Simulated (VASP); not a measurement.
Wanted: the native input for a VASP 6.6.1 run.

```
Task                   : single point
Functional             : PBE
Dispersion             : D3(BJ)
Potentials or basis    : VASP PAW PBE potentials, release 64 (C, H)
Cutoff                 : 520 eV
k mesh                 : 1 × 1 × 1
Occupations            : fermi-dirac, width 0.02 eV
Spin                   : no spin polarisation
Dipole correction      : no
Further INCAR settings : LREAL = Auto; ALGO = Normal; EDIFF = 1e-06; NBANDS = 58
```

The structure of H4C lies in POSCAR:

```
H4C
1.0
    7.9581140000      0.0000000000      0.0000000000
    0.0000000000      7.9581140000      0.0000000000
    0.0000000000      0.0000000000      7.9581140000
C H
8 32
Direct
    0.8519983504      0.5438097519     -0.0472473754
    0.7861913011      0.0568602058      0.5022672457
    0.2683676057      0.3056503086      0.0262373723
    0.8304857156      0.1159445567      0.9992694249
    0.3436743932      0.1291889008      0.6290309488
    0.7651184690      0.4506218433      0.3384972872
    0.3663179492      0.8896831586      0.1283092954
    0.5465113970      0.7007690516      0.6952903665
    0.7500143878      0.5284417891      0.0402859270
    0.8135595946      0.4937602050     -0.1624756821
    0.9487926411      0.4485107904     -0.0631431015
    0.9280213880      0.6523907549     -0.0542590870
    0.9089339509      0.0014576318      0.5569410039
    0.7719291279      0.0555282319      0.3627115671
    0.7802602476      0.1760341709      0.5612133729
    0.6711263498     -0.0350711236      0.5407185672
    0.2580636568      0.4556732914      0.0046367770
    0.1582661420      0.2605768151      0.0779833011
    0.3620455801      0.3033884662      0.1179173860
    0.2920541224      0.2448947075     -0.0872065919
    0.8613221675      0.1586556815      0.8639484179
    0.6847727992      0.0948088957      1.0350567986
    0.8791907228      0.2248899676      1.0769762786
    0.9208840185      0.0190497397      1.0289498240
    0.3504096574     -0.0260237539      0.5685894924
    0.4060509814      0.1490554169      0.7425503078
    0.2156792426      0.0741004715      0.6877006286
    0.3594318955      0.2422558913      0.5539629113
    0.9023369105      0.4391115784      0.2681162899
    0.8367811770      0.4361963149      0.4639918453
    0.6973260247      0.3422167614      0.2842507659
    0.7183737252      0.5754504145      0.3290226805
    0.5038254039      0.8353863742      0.1103276480
    0.3995670331      1.0104278476      0.1805452900
    0.2938007674      0.8107071600      0.2251538493
    0.2908352406      0.9118240829      0.0256216485
    0.5470517261      0.8275201888      0.7650053769
    0.4258546686      0.6591637164      0.6887058919
    0.6648811515      0.6312425281      0.7484059665
    0.6020019316      0.7048529337      0.5629851495
```

These files were run (other wordings do the same):

INCAR

```
SYSTEM = H4C
PREC     = Accurate       ! precision mode
ENCUT    = 520            ! plane-wave cutoff, eV
EDIFF    = 1E-6           ! SCF threshold, eV
ISMEAR   = -1             ! smearing method
SIGMA    = 0.02           ! smearing width, eV
LREAL    = Auto         
LASPH    = .TRUE.         ! aspherical terms in the spheres
NELM     = 100            ! most SCF steps
ALGO     = Normal         ! electronic algorithm
ISIF     = 2              ! what is computed and relaxed
LWAVE    = .FALSE.        ! write WAVECAR
LCHARG   = .FALSE.        ! write CHGCAR
GGA      = PE             ! functional
IVDW     = 12             ! dispersion correction
NBANDS   = 58             ! bands
```

KPOINTS

```
regular mesh
0
G
  1 1 1
  0 0 0
```

Potentials or basis: VASP PAW PBE potentials, release 64 (C, H).

Launch:

```bash
$ cat potpaw_PBE.64/C/POTCAR potpaw_PBE.64/H/POTCAR > POTCAR
$ mpirun -np 1 vasp_gam > vasp.out
```

It gave:

- Pressure: -1.1 GPa
- Largest force: 6.394 eV/Å
- Band gap on the k mesh: 5.27 eV
- Dispersion energy per atom: -0.027 eV

Caveat: the k points lie up to 0.79 Å⁻¹ apart.

It took 80 s on 1 thread of Intel(R) Xeon(R) Platinum 8559C (Emerald Rapids), on a shared host, peak memory 0.44 GiB.
